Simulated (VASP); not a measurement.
# Zr12H (a cell with a defect) in VASP: further runs

The runs below take Zr12H (a cell with a defect) through single point, with PBEsol.

Everything below comes from runs of VASP 6.6.1. Logs are shortened: lines on timing, memory, paths and dates and some standing lists are left out, and cuts for length are marked.

### 1 The cell of the first run

The cell holds a defect, 13 atoms: a = 6.460 Å, b = 9.690 Å, c = 5.145 Å, α = 90.00°, β = 90.00°, γ = 120.00°.

### 2 Single point, PBEsol

The input, INCAR:

```
SYSTEM = Zr12H
ALGO = Normal
EDIFF = 1E-7
ENCUT = 520
GGA = PS
ISIF = 2
ISMEAR = 0
LASPH = .TRUE.
LCHARG = .FALSE.
LREAL = .FALSE.
LWAVE = .FALSE.
NBANDS = 84
NELM = 100
PREC = Accurate
SIGMA = 0.05
```

The input, KPOINTS:

```
k-points
0
G
  3 2 3
  0 0 0
```

The input, POSCAR:

```
Zr12H
1.0
    6.4600000000      0.0000000000      0.0000000000
   -4.8450000000      8.3917860000      0.0000000000
    0.0000000000      0.0000000000      5.1453900000
Zr H
12 1
Direct
    0.0016974254      0.0016221447      0.0014778005
    0.1645092077      0.2200249215      0.4967746086
    0.0035845096      0.3304256401     -0.0080442417
    0.1726995071      0.5576277476      0.4949455348
    0.0030174911      0.6712830150     -0.0024710101
    0.1694636026      0.8917863007      0.4968809286
    0.4976531437     -0.0029022657      0.0028313798
    0.6639287380      0.2175256243      0.5022122932
    0.4941089777      0.3313775946      0.0055319201
    0.6633604845      0.5586875293      0.5081311880
    0.5028629835      0.6691550586      0.0037443029
    0.6654971308      0.8875276320      0.4989937501
    0.8354631784      0.4451949874     -0.2497295349
```

Potentials or basis: VASP PAW PBE potentials, release 64 (Zr_sv, H).

Run with:

```sh
> cat potpaw_PBE.64/Zr_sv/POTCAR potpaw_PBE.64/H/POTCAR > POTCAR
> mpirun -np 1 vasp_std > vasp.out
```

OUTCAR:

```text
SYSTEM = Zr12H
   EDIFF = 1E-7
   ENCUT = 520
   GGA = PS
   ISIF = 2
   ISMEAR = 0
   LASPH = .TRUE.
   LREAL = .FALSE.
   NELM = 100
   PREC = Accurate

 ion  position               nearest neighbor table
   1  0.002  0.002  0.001-   2 3.14   6 3.16  12 3.18   2 3.18   3 3.18   9 3.19   6 3.19  12 3.20
                             5 3.21  11 3.22   7 3.23   7 3.23
   2  0.165  0.220  0.497-   9 3.13   3 3.14   1 3.14   3 3.18   1 3.18   6 3.20   9 3.20   8 3.22
                            12 3.22   8 3.24   4 3.25  10 3.25
   3  0.004  0.330  0.992-  13 2.27   2 3.14   8 3.16   9 3.16   2 3.18   1 3.18   4 3.19   4 3.21
                             8 3.24   7 3.25  11 3.25   9 3.30   5 3.30
   4  0.173  0.558  0.495-  13 2.30  11 3.13  10 3.17   5 3.19   3 3.19  12 3.19  11 3.20   5 3.21
                             3 3.21   2 3.25   6 3.25   8 3.29  10 3.30
   5  0.003  0.671  0.998-  13 2.28  10 3.15   6 3.17   6 3.17   7 3.18   4 3.19   1 3.21   4 3.21
                            11 3.22  11 3.24  10 3.24   9 3.29   3 3.30
   6  0.169  0.892  0.497-   7 3.14   1 3.16   5 3.17   5 3.17   8 3.18   7 3.19   1 3.19   2 3.20
                            12 3.23  12 3.24   4 3.25  10 3.25
   7  0.498  0.997  0.003-   6 3.14  12 3.16   8 3.17   8 3.17   5 3.18   6 3.19  12 3.19  11 3.19
                             1 3.23   1 3.23   3 3.25   9 3.25
   8  0.664  0.218  0.502-  13 2.30   3 3.16   7 3.17   7 3.17   6 3.18   9 3.19  12 3.20   9 3.22
                             2 3.22   2 3.24   3 3.24   4 3.29  10 3.31
   9  0.494  0.331  0.006-  13 2.32   2 3.13   3 3.16   8 3.19   1 3.19  10 3.19   2 3.20  10 3.21
                             8 3.22  11 3.25   7 3.25   5 3.29   3 3.30
  10  0.663  0.559  0.508-  13 2.28  11 3.14   5 3.15   4 3.17  11 3.17  12 3.18   9 3.19   9 3.21
                             5 3.24   6 3.25   2 3.25   4 3.30   8 3.31
  11  0.503  0.669  0.004-   4 3.13  10 3.14  12 3.14  10 3.17  12 3.18   7 3.19   4 3.20   5 3.22
                             1 3.22   5 3.24   9 3.25   3 3.25
  12  0.665  0.888  0.499-  11 3.14   7 3.16   1 3.18  11 3.18  10 3.18   7 3.19   4 3.19   1 3.20
                             8 3.20   2 3.22   6 3.23   6 3.24
  13  0.835  0.445  0.750-   3 2.27   5 2.28  10 2.28   8 2.30   4 2.30   9 2.32

  LATTYP: Found a simple monoclinic cell.
 ALAT       =     6.4600000000
 B/A-ratio  =     0.7965000000
 C/A-ratio  =     1.3228756308
 COS(beta)  =    -0.1889822400

  Lattice vectors:

 A1 = (   6.4600000000,   0.0000000000,   0.0000000000)
 A2 = (   0.0000000000,   0.0000000000,   5.1453900000)
 A3 = (  -1.6150000000,  -8.3917860000,   0.0000000000)

Analysis of symmetry for initial positions (statically):
=====================================================================
 Subroutine PRICEL returns:
 Original cell was already a primitive cell.

 Routine SETGRP: Setting up the symmetry group for a
 simple monoclinic supercell.

 Subroutine GETGRP returns: Found  1 space group operations
 (whereof  1 operations were pure point group operations)
 out of a pool of  4 trial point group operations.

The static configuration has the point symmetry C_1 .

Analysis of symmetry for dynamics (positions and initial velocities):
=====================================================================
 Subroutine PRICEL returns:
 Original cell was already a primitive cell.

 Routine SETGRP: Setting up the symmetry group for a
 simple monoclinic supercell.

 Subroutine GETGRP returns: Found  1 space group operations
 (whereof  1 operations were pure point group operations)
 out of a pool of  4 trial point group operations.

The dynamic configuration has the point symmetry C_1 .

 Subroutine INISYM returns: Found  1 space group operations
 (whereof  1 operations are pure point group operations),
 and found     1 'primitive' translations

----------------------------------------------------------------------------------------

                                     Primitive cell

  volume of cell :     278.9364

  direct lattice vectors                    reciprocal lattice vectors
     6.460000000  0.000000000  0.000000000     0.154798762  0.089373108  0.000000000
    -4.845000000  8.391786000  0.000000000     0.000000000  0.119164145  0.000000000
     0.000000000  0.000000000  5.145390000     0.000000000  0.000000000  0.194348728
[... 71 lines left out ...]
|     Results are often still useful ...                                      |
|                                                                             |
 -----------------------------------------------------------------------------

 Subroutine IBZKPT returns following result:
 ===========================================

 Found     10 irreducible k-points:

 Following reciprocal coordinates:
            Coordinates               Weight
  0.000000  0.000000  0.000000      1.000000
  0.333333  0.000000  0.000000      2.000000
  0.000000  0.500000  0.000000      1.000000
  0.333333  0.500000  0.000000      2.000000
  0.000000  0.000000  0.333333      2.000000
  0.333333  0.000000  0.333333      2.000000
 -0.333333  0.000000  0.333333      2.000000
  0.000000  0.500000  0.333333      2.000000
  0.333333  0.500000  0.333333      2.000000
 -0.333333  0.500000  0.333333      2.000000
   k-points           NKPTS =     10   k-points in BZ     NKDIM =     10   number of bands    NBANDS=     84
   number of dos      NEDOS =    301   number of ions     NIONS =     13
   total plane-waves  NPLWV = 138240
   dimension x,y,z NGX =    48 NGY =   72 NGZ =   40
   dimension x,y,z NGXF=    96 NGYF=  144 NGZF=   80
   ions per type =              12   1
   NGX,Y,Z   is equivalent  to a cutoff of  12.35, 12.35, 12.92 a.u.
   NGXF,Y,Z  is equivalent  to a cutoff of  24.71, 24.71, 25.85 a.u.
 SYSTEM =  Zr12H
   PREC   = accura    normal or accurate (medium, high low for compatibility)
   ISTART =      0    job   : 0-new  1-cont  2-samecut
   ICHARG =      2    charge: 1-file 2-atom 10-const
   ISPIN  =      1    spin polarized calculation?
   LNONCOLLINEAR =      F non collinear calculations
   LSORBIT =      F    spin-orbit coupling
   LASPH  =      T    aspherical Exc in radial PAW
   ENCUT  =  520.0 eV  38.22 Ry    6.18 a.u.  12.01 18.02  9.57*2*pi/ulx,y,z
   NELM   =    100;   NELMIN=  2; NELMDL= -5     # of ELM steps
   EDIFF  = 0.1E-06   stopping-criterion for ELM
   LREAL  =      F    real-space projection
   EDIFFG = 0.1E-05   stopping-criterion for IOM
   NSW    =      0    number of steps for IOM
   IBRION =     -1    ionic relax: 0-MD 1-quasi-New 2-CG
   NFREE  =      0    steps in history (QN), initial steepest desc. (CG)
   ISIF   =      2    stress and relaxation
   ISYM   =      2    0-nonsym 1-usesym 2-fastsym
   POTIM  = 0.5000    time-step for ionic-motion
   TEBEG  =    0.0;   TEEND  =   0.0 temperature during run
   PSTRESS=    0.0 pullay stress
   NELECT =     145.0000    total number of electrons
   NUPDOWN=      -1.0000    fix difference up-down
   EMIN   =  10.00;   EMAX   =-10.00  energy-range for DOS
   EFERMI =   0.00;   METHOD = LEGACY
   ISMEAR =     0;   SIGMA  =   0.05  broadening in eV -4-tet -1-fermi 0-gaus
   EFERMI_NEDOS =   21; number of points for ismear=-14 and -15
   IALGO  =     38    algorithm
   IMIX   =      4    mixing-type and parameters
     AMIX     =   0.40;   BMIX     =  1.00
     AMIX_MAG =   1.60;   BMIX_MAG =  1.00
  volume/ion in A,a.u.               =      21.46       144.80
  Fermi-wavevector in a.u.,A,eV,Ry     =   1.316323  2.487490 23.574895  1.732706
  Thomas-Fermi vector in A             =   2.446443
   LORBIT       =      0    0 simple, 1 ext, 2 COOP (PROOUT), +10 PAW based schemes
   GGA     = PS    functional components
   LHFCALC =     F    Hartree Fock is set to
   AEXX    =    0.0000 exact exchange contribution
   IVDW    =     0    specifies the selected vdW correction
   LEPSILON=     F    determine dielectric tensor
   LRPA    =     F    only Hartree local field effects (RPA)
 non-spin polarized calculation
 Gauss-broadening in eV      SIGMA  =   0.05
  energy-cutoff  :      520.00
  volume of cell :      278.94
 maximum number of plane-waves:      7545
   NGX = 25   NGY = 37   NGZ = 19

 number of electron     145.0000000 magnetization

 Free energy of the ion-electron system (eV)
  ---------------------------------------------------
  ext. energy  EPLUGINS =         0.00000000
  ---------------------------------------------------
  free energy    TOTEN  =      -112.43355067 eV

  energy without entropy =     -112.40195740  energy(sigma->0) =     -112.41775403

 E-fermi :   8.9235     XC(G=0): -11.2554

 val. band max:        8.9213980675   @ k =   0.3333   0.0000   0.3333
 cond. band min:       8.9400399289   @ k =   0.3333   0.5000   0.3333
 fundamental gap:      0.0186418614
 Fermi energy:         8.9234658674

 k-point     1 :       0.0000    0.0000    0.0000
  band No.  band energies     occupation
      1     -39.7932      2.00000
      2     -39.7173      2.00000
      3     -39.6815      2.00000
      4     -39.6786      2.00000
      5     -39.6615      2.00000
      6     -39.6563      2.00000
[... 859 lines left out ...]
     83       9.5719      0.00000
     84       9.9518      0.00000

------------------------ aborting loop because EDIFF is reached ----------------------------------------

  FORCE on cell =-STRESS in cart. coord.  units (eV):
  Direction    XX          YY          ZZ          XY          YZ          ZX
  --------------------------------------------------------------------------------------
  -------------------------------------------------------------------------------------
  Total       -4.3859790     -3.9765833     -3.8975512      0.2774640     -0.2799711     -0.1209925
  in kB      -25.1925375    -22.8410177    -22.3870669      1.5937200     -1.6081202     -0.6949662
  external PRESSURE =     -23.4735407 kB  Pullay stress =       0.0000000 kB

 VOLUME and BASIS-vectors are now :
 -----------------------------------------------------------------------------
  energy-cutoff  :      520.00
  volume of cell :      278.94
      direct lattice vectors                 reciprocal lattice vectors
     6.460000000  0.000000000  0.000000000     0.154798762  0.089373108  0.000000000
    -4.845000000  8.391786000  0.000000000     0.000000000  0.119164145  0.000000000
     0.000000000  0.000000000  5.145390000     0.000000000  0.000000000  0.194348728

 POSITION                                       TOTAL-FORCE (eV/Angst)
 -----------------------------------------------------------------------------------
      0.00311      0.01361      0.00760        -0.000748      0.013825     -0.000002
     -0.00329      1.84640      2.55610        -0.014628     -0.002749      0.007635
     -1.57776      2.77286      5.10400         0.012666      0.001488     -0.006921
     -1.58607      4.67949      2.54669         0.015013      0.007552     -0.002180
     -3.23287      5.63326      5.13268        -0.005347      0.012903     -0.005703
     -3.22597      7.48368      2.55665        -0.008656     -0.006950     -0.001196
     -1.61610      8.36743      0.01457         0.006919      0.008424      0.001606
      3.23507      1.82543      2.58408         0.004848     -0.005592      0.008988
      1.58642      2.78085      0.02846        -0.008533     -0.003805     -0.003180
      1.57847      4.68839      2.61453        -0.003194     -0.002896      0.012890
      0.00644      5.61541      0.01927         0.012744      0.001502     -0.007458
     -0.00096      7.44794      2.56752         0.003465     -0.015117      0.000278
      3.24012      3.73598      3.86043        -0.014549     -0.008587     -0.004754
 -----------------------------------------------------------------------------------
    total drift:                               -0.000059      0.000023     -0.000008

  FREE ENERGIE OF THE ION-ELECTRON SYSTEM (eV)
  ---------------------------------------------------
  free  energy   TOTEN  =      -112.4335506658 eV

  energy  without entropy=     -112.4019574010  energy(sigma->0) =     -112.41775403
```

Wall time 5.3 min (1 thread of Intel Xeon Platinum 8259CL at 2.50GHz (Skylake/Cascade Lake), shared host); peak memory 0.43 GiB.

Results:

```
Free energy            : -112.4336 eV
Pressure               : -2.3 GPa
Largest force          : 0.018 eV/Å
Band gap on the k mesh : zero (an odd number of electrons rules out a gap without spin polarisation)
```

Forces on the atoms (eV/Å):
```
Zr  -0.001  0.014  0.000
Zr  -0.015 -0.003  0.008
Zr   0.013  0.001 -0.007
Zr   0.015  0.008 -0.002
Zr  -0.005  0.013 -0.006
Zr  -0.009 -0.007 -0.001
Zr   0.007  0.008  0.002
Zr   0.005 -0.006  0.009
Zr  -0.009 -0.004 -0.003
Zr  -0.003 -0.003  0.013
Zr   0.013  0.002 -0.007
Zr   0.003 -0.015  0.000
H   -0.015 -0.009 -0.005
```

Caveat: the k points lie up to 0.41 Å⁻¹ apart, too coarse for converged energies and pressures of a metal; the PAW data sets were made with another functional, which shifts forces and pressure a little.

[end of part 1 of 2]
